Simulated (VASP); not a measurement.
Cr, 2 atoms in the cell. Symmetry: Fd-3m, No. 227, cubic system. The conventional cell has a = 5.487 Å, b = 5.487 Å, c = 5.487 Å, α = 90.00°, β = 90.00°, γ = 90.00°. Within 3.1 Å of Cr (site symmetry -43m) lie 4 Cr at 2.38 Å. 

```yaml
Program: VASP 6.6.1
Task: single point
Functional: BLYP
Potentials_or_basis: VASP PAW PBE potentials, release 64 (Cr_pv)
Cutoff: 520 eV
k_mesh: 16 × 16 × 16
Occupations: fermi-dirac, width 0.05 eV
Spin: collinear spin, antiferromagnetic start
Starting_moments: "[2.633, -2.633] μB"
Dipole_correction: no
Further_INCAR_settings: ALGO = Normal; EDIFF = 1e-06; NBANDS = 23
```

Potentials or basis: VASP PAW PBE potentials, release 64 (Cr_pv).

The run is started by

```bash
$ cat potpaw_PBE.64/Cr_pv/POTCAR > POTCAR
$ mpirun -np 1 vasp_std > vasp.out
```

Hardware: 1 thread of Intel(R) Xeon(R) Platinum 8259CL CPU @ 2.50GHz (Skylake/Cascade Lake), on a shared host.

Question: Estimate the wall time of this run.

Answer: Run time: 4.5 min on 1 thread of Intel(R) Xeon(R) Platinum 8259CL CPU @ 2.50GHz (Skylake/Cascade Lake), on a shared host, peak memory 0.31 GiB. Counts: scf iterations 14, k points 145.
